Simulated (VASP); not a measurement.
# MgC in VASP: further runs, part 2 of 2

VASP 6.6.1. Earlier steps stand in the parts before.

## (4) Relaxation of cell and atoms, PBE

This run uses another cell than the first one, of 17.63 Å³/atom, 1.604 times its volume.

Contents of INCAR:

```
SYSTEM = MgC
  PREC = Accurate
  ENCUT = 600
  EDIFF = 1E-6
  ISMEAR = 0
  SIGMA = 0.1
  LREAL = .FALSE.
  LASPH = .TRUE.
  NELM = 100
  ALGO = Normal
  ISIF = 3
  LWAVE = .FALSE.
  LCHARG = .FALSE.
  GGA = PE
  IBRION = 2
  NSW = 90
  EDIFFG = -0.04
```

Contents of KPOINTS:

```
regular mesh
0
G
  4 6 4
  0 0 0
```

Contents of POSCAR:

```
MgC
1.0
    4.7356152800      0.0000000000      0.0000000000
    0.0000000000      3.1382070800      0.0000000000
    0.0000000000      0.0000000000      4.7464935800
Mg C
2 2
Direct
    0.7500000000      0.5000000000      0.2541110000
    0.2500000000      0.5000000000      0.7458890000
    0.2500000000      0.0000000000      0.2395320000
    0.7500000000      0.0000000000      0.7604680000
```

Potentials or basis: VASP PAW PBE potentials, release 64 (Mg, C).

Launch:

```sh
> cat potpaw_PBE.64/Mg/POTCAR potpaw_PBE.64/C/POTCAR > POTCAR
> mpirun -np 1 vasp_std > vasp.out
```

OUTCAR:

```text
SYSTEM = MgC
   PREC = Accurate
   ENCUT = 600
   EDIFF = 1E-6
   ISMEAR = 0
   LREAL = .FALSE.
   LASPH = .TRUE.
   NELM = 100
   ISIF = 3
   GGA = PE
   IBRION = 2
   NSW = 90
   EDIFFG = -0.04

 ion  position               nearest neighbor table
   1  0.750  0.500  0.254-   4 2.82   4 2.82   3 2.84   3 2.84   3 2.84   3 2.84   2 3.32   2 3.32
                             2 3.38   2 3.38
   2  0.250  0.500  0.746-   3 2.82   3 2.82   4 2.84   4 2.84   4 2.84   4 2.84   1 3.32   1 3.32
                             1 3.38   1 3.38
   3  0.250  0.000  0.240-   2 2.82   2 2.82   1 2.84   1 2.84   1 2.84   1 2.84
   4  0.750  0.000  0.760-   1 2.82   1 2.82   2 2.84   2 2.84   2 2.84   2 2.84

  LATTYP: Found a simple orthorhombic cell.
 ALAT       =     3.1382070800
 B/A-ratio  =     1.5090193729
 C/A-ratio  =     1.5124857790

  Lattice vectors:

 A1 = (   0.0000000000,  -3.1382070800,   0.0000000000)
 A2 = (   4.7356152800,   0.0000000000,   0.0000000000)
 A3 = (   0.0000000000,   0.0000000000,   4.7464935800)

Analysis of symmetry for initial positions (statically):
=====================================================================
 Subroutine PRICEL returns:
 Original cell was already a primitive cell.

 Routine SETGRP: Setting up the symmetry group for a
 simple orthorhombic supercell.

 Subroutine GETGRP returns: Found  8 space group operations
 (whereof  4 operations were pure point group operations)
 out of a pool of  8 trial point group operations.

The static configuration has the point symmetry C_2h.
 The point group associated with its full space group is D_2h.

Analysis of symmetry for dynamics (positions and initial velocities):
=====================================================================
 Subroutine PRICEL returns:
 Original cell was already a primitive cell.

 Routine SETGRP: Setting up the symmetry group for a
 simple orthorhombic supercell.

 Subroutine GETGRP returns: Found  8 space group operations
 (whereof  4 operations were pure point group operations)
 out of a pool of  8 trial point group operations.

The dynamic configuration has the point symmetry C_2h.
 The point group associated with its full space group is D_2h.

 Subroutine INISYM returns: Found  8 space group operations
 (whereof  4 operations are pure point group operations),
 and found     1 'primitive' translations

----------------------------------------------------------------------------------------

                                     Primitive cell

  volume of cell :      70.5393

  direct lattice vectors                    reciprocal lattice vectors
     4.735615280  0.000000000  0.000000000     0.211165802  0.000000000  0.000000000
     0.000000000  3.138207080  0.000000000     0.000000000  0.318653287  0.000000000
     0.000000000  0.000000000  4.746493580     0.000000000  0.000000000  0.210681840

  length of vectors
     4.735615280  3.138207080  4.746493580     0.211165802  0.318653287  0.210681840

  position of ions in fractional coordinates (direct lattice)
     0.750000000  0.500000000  0.254111000
     0.250000000  0.500000000  0.745889000
     0.250000000  0.000000000  0.239532000
     0.750000000  0.000000000  0.760468000

  ion indices of the primitive-cell ions
   primitive index   ion index
                 1           1
                 2           2
                 3           3
                 4           4

----------------------------------------------------------------------------------------

[... 31 lines left out ...]
  0.500000  0.166667  0.000000      2.000000
[... 16 lines left out ...]
  0.250000  0.500000  0.250000      4.000000
  0.500000  0.500000  0.250000      2.000000
 [... further k-points ...]
   k-points           NKPTS =     36   k-points in BZ     NKDIM =     36   number of bands    NBANDS=     10
   number of dos      NEDOS =    301   number of ions     NIONS =      4
   total plane-waves  NPLWV =  44800
   dimension x,y,z NGX =    40 NGY =   28 NGZ =   40
   dimension x,y,z NGXF=    80 NGYF=   56 NGZF=   80
   ions per type =               2   2
   NGX,Y,Z   is equivalent  to a cutoff of  14.04, 14.83, 14.01 a.u.
   NGXF,Y,Z  is equivalent  to a cutoff of  28.08, 29.67, 28.02 a.u.
 SYSTEM =  MgC
   PREC   = accura    normal or accurate (medium, high low for compatibility)
   ISTART =      0    job   : 0-new  1-cont  2-samecut
   ICHARG =      2    charge: 1-file 2-atom 10-const
   ISPIN  =      1    spin polarized calculation?
   LNONCOLLINEAR =      F non collinear calculations
   LSORBIT =      F    spin-orbit coupling
   LASPH  =      T    aspherical Exc in radial PAW
   ENCUT  =  600.0 eV  44.10 Ry    6.64 a.u.   9.46  6.27  9.48*2*pi/ulx,y,z
   NELM   =    100;   NELMIN=  2; NELMDL= -5     # of ELM steps
   EDIFF  = 0.1E-05   stopping-criterion for ELM
   LREAL  =      F    real-space projection
   EDIFFG = -.4E-01   stopping-criterion for IOM
   NSW    =     90    number of steps for IOM
   IBRION =      2    ionic relax: 0-MD 1-quasi-New 2-CG
   NFREE  =      1    steps in history (QN), initial steepest desc. (CG)
   ISIF   =      3    stress and relaxation
   ISYM   =      2    0-nonsym 1-usesym 2-fastsym
   POTIM  = 0.5000    time-step for ionic-motion
   TEBEG  =    0.0;   TEEND  =   0.0 temperature during run
   PSTRESS=    0.0 pullay stress
   NELECT =      12.0000    total number of electrons
   NUPDOWN=      -1.0000    fix difference up-down
   EMIN   =  10.00;   EMAX   =-10.00  energy-range for DOS
   EFERMI =   0.00;   METHOD = LEGACY
   ISMEAR =     0;   SIGMA  =   0.10  broadening in eV -4-tet -1-fermi 0-gaus
   EFERMI_NEDOS =   21; number of points for ismear=-14 and -15
   IALGO  =     38    algorithm
   IMIX   =      4    mixing-type and parameters
     AMIX     =   0.40;   BMIX     =  1.00
     AMIX_MAG =   1.60;   BMIX_MAG =  1.00
  volume/ion in A,a.u.               =      17.63       119.01
  Fermi-wavevector in a.u.,A,eV,Ry     =   0.907106  1.714183 11.195448  0.822842
  Thomas-Fermi vector in A             =   2.030874
   LORBIT       =      0    0 simple, 1 ext, 2 COOP (PROOUT), +10 PAW based schemes
   GGA     = PE    functional components
   LHFCALC =     F    Hartree Fock is set to
   AEXX    =    0.0000 exact exchange contribution
   IVDW    =     0    specifies the selected vdW correction
   LEPSILON=     F    determine dielectric tensor
   LRPA    =     F    only Hartree local field effects (RPA)
 conjugate gradient relaxation of ions
 non-spin polarized calculation
 Gauss-broadening in eV      SIGMA  =   0.10
  energy-cutoff  :      600.00
  volume of cell :       70.54
 maximum number of plane-waves:      2377
 NGX is ok and might be reduce to    40
   NGX = 19   NGY = 13   NGZ = 19

--------------------------------------- Ionic step        1  -------------------------------------------

 number of electron      12.0000000 magnetization

 Free energy of the ion-electron system (eV)
  ---------------------------------------------------
  ext. energy  EPLUGINS =         0.00000000
  ---------------------------------------------------
  free energy    TOTEN  =       -13.99198316 eV

  energy without entropy =      -13.96851329  energy(sigma->0) =      -13.98024823

 E-fermi :   1.9082     XC(G=0):  -8.9846

 val. band max:        1.8777221683   @ k =   0.2500   0.0000   0.5000
 cond. band min:       1.9101915849   @ k =   0.2500   0.1667   0.5000
 fundamental gap:      0.0324694166
 Fermi energy:         1.9082074521

 k-point     1 :       0.0000    0.0000    0.0000
  band No.  band energies     occupation
      1      -8.4362      2.00000
      2      -6.4100      2.00000
      3      -0.6900      2.00000
      4      -0.6817      2.00000
      5       2.2291      0.00001
      6       2.2935      0.00000
      7       2.9520      0.00000
      8       3.0579      0.00000
      9       3.2609      0.00000
     10       3.8526      0.00000
[... 406 lines left out ...]
  FREE ENERGIE OF THE ION-ELECTRON SYSTEM (eV)
  ---------------------------------------------------
  free  energy   TOTEN  =       -16.4782035391 eV

  energy  without entropy=      -16.4679138935  energy(sigma->0) =      -16.47305872

[... ionic steps 4 to 16 ...]

--------------------------------------- Ionic step       17  -------------------------------------------

 number of electron      12.0000000 magnetization

------------------------ aborting loop because EDIFF is reached ----------------------------------------
[... 71 lines left out ...]
--------------------------------------- Ionic step       19  -------------------------------------------

 number of electron      12.0000000 magnetization

 Free energy of the ion-electron system (eV)
  ---------------------------------------------------
  ext. energy  EPLUGINS =         0.00000000
  ---------------------------------------------------
  free energy    TOTEN  =       -16.58785308 eV

  energy without entropy =      -16.58223715  energy(sigma->0) =      -16.58504512

 E-fermi :   5.1762     XC(G=0): -10.8068

 val. band max:        5.1561868168   @ k =   0.0000   0.0000   0.2500
 cond. band min:       5.2792221279   @ k =   0.2500   0.5000   0.2500
 fundamental gap:      0.1230353111
 Fermi energy:         5.1761915251

 k-point     1 :       0.0000    0.0000    0.0000
  band No.  band energies     occupation
      1      -7.8835      2.00000
      2      -3.1635      2.00000
      3       1.2736      2.00000
      4       1.2816      2.00000
      5       5.2924      0.10037
      6       6.4674      0.00000
      7       6.4723      0.00000
      8       7.3908      0.00000
      9       8.1958      0.00000
     10      10.6144      0.00000
[... 330 lines left out ...]
  FREE ENERGIE OF THE ION-ELECTRON SYSTEM (eV)
  ---------------------------------------------------
  free  energy   TOTEN  =       -16.5878530807 eV

  energy  without entropy=      -16.5822371521  energy(sigma->0) =      -16.58504512

 reached required accuracy - stopping structural energy minimisation
```

It took 1.9 min on 1 thread of Intel Xeon 6975P-C (Granite Rapids), shared host; peak memory 0.22 GiB.

What came out:

```yaml
Free_energy: -16.5879 eV
Relaxed_volume: 10.96 Å³/atom
Relaxed_cell: a = 3.877 Å, b = 2.919 Å, c = 3.873 Å, α = 90.00°, β = 90.00°, γ = 90.00°
Space_group_after_relaxing_to_0.05_Å: P4/mmm (No. 123)
Energy_gained_by_relaxing: 649.0 meV/atom
Ionic_steps: 19
Pressure_after_relaxing: -0.2 GPa
Largest_force_after_relaxing: 0.013 eV/Å
Band_gap_on_the_k_mesh: zero (band 6 reaches 6.47 eV, above the bottom of band 7 at 4.06 eV)
```

Forces in eV/Å, atoms in the order of the input:
```
Mg   0.000  0.000  0.013
Mg   0.000  0.000 -0.013
C    0.000  0.000 -0.006
C    0.000  0.000  0.006
```

Step by step:
```
step  energy change (eV)  largest force (eV/Å)  pressure (GPa)  volume (Å³)
   1              0.0000                0.1264          -19.75        70.54
   2             -2.2102                0.1482          -11.73        50.59
   3             -2.4862                0.1950           -2.14        44.83
   4             -2.4932                0.2091            0.68        43.68
   5             -2.4929                0.2034           -0.49        44.14
   6             -2.5044                0.1283           -0.48        44.13
   7             -2.5074                0.0846           -0.42        44.13
   8             -2.5167                0.0826           -0.26        44.11
   9             -2.5744                0.1475           -0.54        44.06
  10             -2.5534                0.3935           -0.39        43.84
  11             -2.5763                0.3095           -0.43        43.94
  12             -2.5869                0.2198           -0.49        44.01
  13             -2.5869                0.1962           -0.52        44.02
  14             -2.5871                0.2092           -0.51        44.01
  15             -2.5883                0.0974            0.35        43.52
  16             -2.5910                0.1604           -0.10        43.79
  17             -2.5952                0.0538            0.12        43.70
  18             -2.5952                0.0722            0.17        43.69
  19             -2.5959                0.0131           -0.15        43.82
```

Final structure:
```cif
data_structure
_symmetry_space_group_name_H-M 'P 1'
_symmetry_Int_Tables_number 1
_cell_length_a 3.8765
_cell_length_b 2.9186
_cell_length_c 3.8733
_cell_angle_alpha 90.000
_cell_angle_beta 90.000
_cell_angle_gamma 90.000
_cell_volume 43.82
loop_
_atom_site_label
_atom_site_type_symbol
_atom_site_fract_x
_atom_site_fract_y
_atom_site_fract_z
_atom_site_occupancy
Mg1 Mg 0.75000 0.50000 0.24966 1
Mg2 Mg 0.25000 0.50000 0.75034 1
C1 C 0.25000 0.00000 0.25038 1
C2 C 0.75000 0.00000 0.74962 1
```

Caveat: the volume moved by over 15 % at a fixed basis, so the end points are rough.

## (5) The runs side by side

```tsv
task	cell	cutoff (eV)	gap on the mesh (eV)	pressure (GPa)	largest force (eV/Å)
single point	a = 3.876, b = 2.927, c = 3.877 Å, 4 atoms	520	none	-0.5	-
single point	a = 4.736, b = 3.138, c = 4.746 Å, 4 atoms	520	none	-19.7	0.13
relaxation of cell and atoms	relaxed from a = 4.736, b = 3.138, c = 4.746 Å, 4 atoms	600	none	-0.2	0.01
```

Alike in all rows: level PBE; potentials or basis VASP PAW PBE potentials, release 64 (Mg, C); no spin polarisation; k mesh 4 × 6 × 4; smearing gaussian 0.1 eV.

Caveats: some runs use coarse meshes; the volume moved by over 15 % at a fixed basis, so the end points are rough (some runs).

Absolute energies hang on the potentials; compare differences alone.
